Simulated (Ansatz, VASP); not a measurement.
## MnSb in VASP and in Ansatz

```
Sb Mn
1.0
     4.15000    0.00000    0.00000
    -2.07500    3.59401    0.00000
     0.00000    0.00000    5.78000
Sb Mn
2 2
Direct
  0.66667 0.33333 0.75000
  0.33333 0.66667 0.25000
  0.00000 0.00000 0.50000
  0.00000 0.00000 0.00000
```

Alike in both runs: functional BLYP; k mesh 7 × 7 × 5; occupations fermi-dirac, width 0.05 eV; collinear spin.

|  | VASP | Ansatz |
| --- | --- | --- |
| version | VASP 6.6.1 | Ansatz 0.2.0 |
| potentials or method | VASP PAW PBE potentials, release 64 (Sb, Mn_pv) | Ansatz PAW |
| plane-wave cutoff (eV) | 520 | 420 |
| valence electrons in the cell | 36 | 60 |
| task | single point | band structure |

Ansatz gave:

* gap on the k mesh at the Fermi level (eV): none
* pressure (GPa): 1.1
* traceless stress, the component that is largest in VASP (GPa): -0.55
* net moment per atom (μB): 1.64
* size of the moment on the site where the two differ most (μB): 3.35

What did VASP give for the same quantities?

gap on the k mesh at the Fermi level (eV): none; pressure (GPa): 1.2; traceless stress, the component that is largest in VASP (GPa): -0.60; net moment per atom (μB): 1.63; size of the moment on the site where the two differ most (μB): 3.31.

VASP's potentials were made for PBE, not for BLYP. Site moments also hang on the region over which each program counts them. A gap of «none» marks a metal or a gap that the smearing closes. VASP's potentials hold 36 valence electrons a cell and Ansatz's 60, so a difference there can come from the potentials and not from the codes.

Neither program's run includes spin-orbit coupling.
